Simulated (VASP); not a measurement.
# RbBr in VASP: a series of runs, part 2 of 2

VASP 6.6.1. The steps go on from the part before.

### Step 3. Single point, PBEsol

The input, INCAR:

```
SYSTEM = RbBr
PREC = Accurate ; ENCUT = 520
EDIFF = 1E-6 ; ISMEAR = 0
SIGMA = 0.01 ; LREAL = .FALSE.
LASPH = .TRUE. ; NELM = 80
ALGO = Normal ; ISIF = 2
LWAVE = .FALSE. ; LCHARG = .TRUE.
GGA = PS ; LELF = .TRUE.
LVHAR = .TRUE. ; NBANDS = 15
```

The input, KPOINTS:

```
regular mesh
0
G
  6 6 6
  0 0 0
```

The input, POSCAR:

```
RbBr
1.0
    0.0000000000      3.4249234702      3.4249234702
    3.4249234702      0.0000000000      3.4249234702
    3.4249234702      3.4249234702      0.0000000000
Rb Br
1 1
Direct
    0.0000000000      0.0000000000      0.0000000000
    0.5000000000      0.5000000000      0.5000000000
```

Potentials or basis: VASP PAW PBE potentials, release 64 (Rb_sv, Br).

On the command line:

```sh
> cat potpaw_PBE.64/Rb_sv/POTCAR potpaw_PBE.64/Br/POTCAR > POTCAR
> mpirun -np 1 vasp_std > vasp.out
```

OUTCAR:

```text
SYSTEM = RbBr
   PREC = Accurate
   ENCUT = 520
   EDIFF = 1E-6
   ISMEAR = 0
   LREAL = .FALSE.
   LASPH = .TRUE.
   NELM = 80
   ISIF = 2
   GGA = PS

 ion  position               nearest neighbor table
   1  0.000  0.000  0.000-   2 3.42   2 3.42   2 3.42   2 3.42   2 3.42   2 3.42
   2  0.500  0.500  0.500-   1 3.42   1 3.42   1 3.42   1 3.42   1 3.42   1 3.42

  LATTYP: Found a face centered cubic cell.
 ALAT       =     6.8498469404

  Lattice vectors:

 A1 = (   0.0000000000,   3.4249234702,   3.4249234702)
 A2 = (   3.4249234702,   0.0000000000,   3.4249234702)
 A3 = (   3.4249234702,   3.4249234702,   0.0000000000)

Analysis of symmetry for initial positions (statically):
=====================================================================
 Subroutine PRICEL returns:
 Original cell was already a primitive cell.

 Routine SETGRP: Setting up the symmetry group for a
 face centered cubic supercell.

 Subroutine GETGRP returns: Found 48 space group operations
 (whereof 48 operations were pure point group operations)
 out of a pool of 48 trial point group operations.

The static configuration has the point symmetry O_h .

Analysis of symmetry for dynamics (positions and initial velocities):
[... 168 lines left out ...]
     10       5.3621      0.00000
     11       5.3621      0.00000
     12       5.3621      0.00000
     13       6.2545      0.00000
     14       6.2545      0.00000
[... 257 lines left out ...]
      2     -13.9997      2.00000
      3     -10.4389      2.00000
      4     -10.3813      2.00000
      5     -10.2828      2.00000
      6      -2.2673      2.00000
      7      -2.2635      2.00000
      8      -2.1093      2.00000
      9       4.3618      0.00000
     10       5.9313      0.00000
     11       6.0371      0.00000
     12       7.0284      0.00000
     13       8.1001      0.00000
     14       9.0236      0.00000
     15       9.4442      0.00000

------------------------ aborting loop because EDIFF is reached ----------------------------------------

  FORCE on cell =-STRESS in cart. coord.  units (eV):
  Direction    XX          YY          ZZ          XY          YZ          ZX
  --------------------------------------------------------------------------------------
  -------------------------------------------------------------------------------------
  Total       -0.0002395     -0.0002395     -0.0002395      0.0000000      0.0000000      0.0000000
  in kB       -0.0047760     -0.0047760     -0.0047760      0.0000000      0.0000000      0.0000000
  external PRESSURE =      -0.0047760 kB  Pullay stress =       0.0000000 kB

 VOLUME and BASIS-vectors are now :
 -----------------------------------------------------------------------------
  energy-cutoff  :      520.00
  volume of cell :       80.35
      direct lattice vectors                 reciprocal lattice vectors
     0.000000000  3.424923470  3.424923470    -0.145988663  0.145988663  0.145988663
     3.424923470  0.000000000  3.424923470     0.145988663 -0.145988663  0.145988663
     3.424923470  3.424923470  0.000000000     0.145988663  0.145988663 -0.145988663

 POSITION                                       TOTAL-FORCE (eV/Angst)
 -----------------------------------------------------------------------------------
      0.00000      0.00000      0.00000        -0.000000      0.000000     -0.000000
      3.42492      3.42492      3.42492         0.000000     -0.000000      0.000000
 -----------------------------------------------------------------------------------
    total drift:                                0.000000      0.000000      0.000000

  FREE ENERGIE OF THE ION-ELECTRON SYSTEM (eV)
  ---------------------------------------------------
  free  energy   TOTEN  =        -6.3553886021 eV

  energy  without entropy=       -6.3553886021  energy(sigma->0) =       -6.35538860
```

It took 12 s on 1 thread of Intel Xeon 6975P-C (Granite Rapids), shared host; peak memory 0.2 GiB.

Results:

```
Free energy            : -6.3554 eV
Pressure               : 0.0 GPa
Band gap on the k mesh : 4.22 eV, direct
```

Caveat: the PAW data sets were made with another functional, which shifts forces and pressure a little. As with any semilocal functional, this PBEsol gap is likely too small.

### Step 4. Single point, PBEsol

The input, INCAR:

```
PREC     = Accurate       # precision mode
ENCUT    = 520            # plane-wave cutoff, eV
EDIFF    = 1E-6           # SCF threshold, eV
ISMEAR   = 0              # smearing method
SIGMA    = 0.01           # smearing width, eV
LREAL    = False          # projectors in reciprocal space
LASPH    = True           # aspherical terms in the spheres
NELM     = 100            # most SCF steps
ALGO     = Normal         # electronic algorithm
ISIF     = 2              # what is computed and relaxed
LWAVE    = False          # write WAVECAR
LCHARG   = True           # write CHGCAR
GGA      = PS             # functional
LELF     = True           # ELF
LVHAR    = True         
NBANDS   = 15             # bands
```

The input, KPOINTS:

```
regular mesh
0
Gamma
  6 6 6
```

The input, POSCAR:

```
RbBr
1.0
    0.0000000000      3.4249257345      3.4249257345
    3.4249257345      0.0000000000      3.4249257345
    3.4249257345      3.4249257345      0.0000000000
Rb Br
1 1
Direct
    0.0000000000      0.0000000000      0.0000000000
    0.5000000000      0.5000000000      0.5000000000
```

Potentials or basis: VASP PAW PBE potentials, release 64 (Rb_sv, Br).

On the command line:

```sh
> cat potpaw_PBE.64/Rb_sv/POTCAR potpaw_PBE.64/Br/POTCAR > POTCAR
> mpirun -np 1 vasp_std > vasp.out
```

OUTCAR:

```text
PREC = Accurate
   ENCUT = 520
   EDIFF = 1E-6
   ISMEAR = 0
   LREAL = False
   LASPH = True
   NELM = 100
   ISIF = 2
   GGA = PS

 ion  position               nearest neighbor table
   1  0.000  0.000  0.000-   2 3.42   2 3.42   2 3.42   2 3.42   2 3.42   2 3.42
   2  0.500  0.500  0.500-   1 3.42   1 3.42   1 3.42   1 3.42   1 3.42   1 3.42

  LATTYP: Found a face centered cubic cell.
 ALAT       =     6.8498514690

  Lattice vectors:

 A1 = (   0.0000000000,   3.4249257345,   3.4249257345)
 A2 = (   3.4249257345,   0.0000000000,   3.4249257345)
 A3 = (   3.4249257345,   3.4249257345,   0.0000000000)

Analysis of symmetry for initial positions (statically):
=====================================================================
 Subroutine PRICEL returns:
 Original cell was already a primitive cell.

 Routine SETGRP: Setting up the symmetry group for a
 face centered cubic supercell.

 Subroutine GETGRP returns: Found 48 space group operations
 (whereof 48 operations were pure point group operations)
 out of a pool of 48 trial point group operations.

The static configuration has the point symmetry O_h .

Analysis of symmetry for dynamics (positions and initial velocities):
[... 166 lines left out ...]
      8      -1.8384      2.00000
      9       2.3773      0.00000
     10       5.3621      0.00000
     11       5.3621      0.00000
     12       5.3621      0.00000
     13       6.2545      0.00000
     14       6.2545      0.00000
[... 257 lines left out ...]
      2     -13.9997      2.00000
      3     -10.4389      2.00000
      4     -10.3813      2.00000
      5     -10.2828      2.00000
      6      -2.2673      2.00000
      7      -2.2635      2.00000
      8      -2.1093      2.00000
      9       4.3618      0.00000
     10       5.9313      0.00000
     11       6.0370      0.00000
     12       7.0284      0.00000
     13       8.1001      0.00000
     14       9.0236      0.00000
     15       9.4442      0.00000

------------------------ aborting loop because EDIFF is reached ----------------------------------------

  FORCE on cell =-STRESS in cart. coord.  units (eV):
  Direction    XX          YY          ZZ          XY          YZ          ZX
  --------------------------------------------------------------------------------------
  -------------------------------------------------------------------------------------
  Total       -0.0002534     -0.0002534     -0.0002534      0.0000000      0.0000000     -0.0000000
  in kB       -0.0050522     -0.0050522     -0.0050522      0.0000000      0.0000000     -0.0000000
  external PRESSURE =      -0.0050522 kB  Pullay stress =       0.0000000 kB

 VOLUME and BASIS-vectors are now :
 -----------------------------------------------------------------------------
  energy-cutoff  :      520.00
  volume of cell :       80.35
      direct lattice vectors                 reciprocal lattice vectors
     0.000000000  3.424925734  3.424925734    -0.145988567  0.145988567  0.145988567
     3.424925734  0.000000000  3.424925734     0.145988567 -0.145988567  0.145988567
     3.424925734  3.424925734  0.000000000     0.145988567  0.145988567 -0.145988567

 POSITION                                       TOTAL-FORCE (eV/Angst)
 -----------------------------------------------------------------------------------
      0.00000      0.00000      0.00000         0.000000     -0.000000      0.000000
      3.42493      3.42493      3.42493        -0.000000      0.000000     -0.000000
 -----------------------------------------------------------------------------------
    total drift:                                0.000000      0.000000      0.000000

  FREE ENERGIE OF THE ION-ELECTRON SYSTEM (eV)
  ---------------------------------------------------
  free  energy   TOTEN  =        -6.3553886051 eV

  energy  without entropy=       -6.3553886051  energy(sigma->0) =       -6.35538861
```

stdout:

```text
POSCAR found type information on POSCAR RbBr
 POSCAR found :  2 types and       2 ions
 scaLAPACK will be used
 -----------------------------------------------------------------------------
|                                                                             |
|                                                                             |
|     You enforced a specific xc type in the INCAR file but a different       |
|     I HOPE YOU KNOW WHAT YOU ARE DOING!                                     |
|                                                                             |
 -----------------------------------------------------------------------------

 LDA part: xc-table for (Slater+PW92), standard interpolation
 POSCAR, INCAR and KPOINTS ok, starting setup
 FFT: planning ... GRIDC
 FFT: planning ... GRID_SOFT
 FFT: planning ... GRID
 WAVECAR not read
 entering main loop
```

Wall time 14 s (1 thread of Intel Xeon 6975P-C (Granite Rapids), shared host); peak memory 0.2 GiB.

Results:

* Free energy: -6.3554 eV
* Pressure: 0.0 GPa
* Band gap on the k mesh: 4.22 eV, direct

Caveat: the PAW data sets were made with another functional, which shifts forces and pressure a little. As with any semilocal functional, this PBEsol gap is likely too small.
